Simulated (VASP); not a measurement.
# TaN: single point with PBE

TaN:

```
CELL_PARAMETERS angstrom
3.05000 0.00000 0.00000
-1.52500 2.64138 0.00000
0.00000 0.00000 4.98940
ATOMIC_POSITIONS crystal
Ta 0.33333 0.66667 0.00000
Ta 0.66667 0.33333 0.50000
N 0.33333 0.66667 0.38500
N 0.66667 0.33333 0.88500
```

This cell differs from its parent crystal: strain +0.0100 x Voigt [0, 0, 1, 0, 0, 0].

* Program: VASP 6.6.1
* Task: single point
* Functional: PBE
* Potentials or basis: VASP PAW PBE potentials, release 64 (Ta_pv, N)
* Cutoff: 520 eV
* k mesh: 18 × 18 × 10
* Occupations: gaussian, width 0.15 eV
* Spin: no spin polarisation
* Dipole correction: no
* Further INCAR settings: ALGO = Normal; EDIFF = 1e-06; NBANDS = 24

| Item | Value |
| --- | --- |
| Pressure | 133.7 GPa |
| Largest force | 2.839 eV/Å |
| Band gap on the k mesh | zero (band 16 reaches 10.88 eV, above the bottom of band 17 at 8.03 eV) |

Forces in eV/Å, atoms in the order of the input:
```
Ta   0.000  0.000  2.839
Ta   0.000  0.000  2.839
N    0.000  0.000 -2.839
N    0.000  0.000 -2.839
```

Stress tensor (GPa, compression positive):
```
143.78   0.00   0.00
  0.00 143.78   0.00
  0.00   0.00 113.52
```

Levels at points of the mesh, in eV from the Fermi level:
| k point | band 13 | band 14 | band 15 | band 16 | band 17 | band 18 | band 19 | band 20 |
| --- | --- | --- | --- | --- | --- | --- | --- | --- |
| (0.00, 0.00, 0.00) | -7.84 | -7.62 | -0.73 | -0.73 | -0.37 | 2.19 | 2.66 | 2.66 |
| (0.50, 0.00, 0.00) | -6.15 | -5.21 | -2.41 | -1.05 | 0.47 | 1.50 | 2.00 | 3.76 |
| (0.00, 0.00, 0.50) | -8.39 | -8.39 | 1.21 | 1.21 | 1.21 | 1.21 | 1.88 | 1.88 |
| (0.50, 0.00, 0.50) | -6.45 | -6.45 | -0.50 | -0.50 | 2.14 | 2.14 | 2.30 | 2.30 |

It took 2.1 min on 1 thread of Intel Xeon 6975P-C, on a shared host, peak memory 0.3 GiB.

Caveat: the cell differs from its parent crystal (strain +0.0100 x Voigt [0, 0, 1, 0, 0, 0]); spin-orbit coupling is left out, which moves the levels of the heavy elements; forces of over 1 eV/Å act on the atoms, so gaps and moduli don't describe the material at rest.
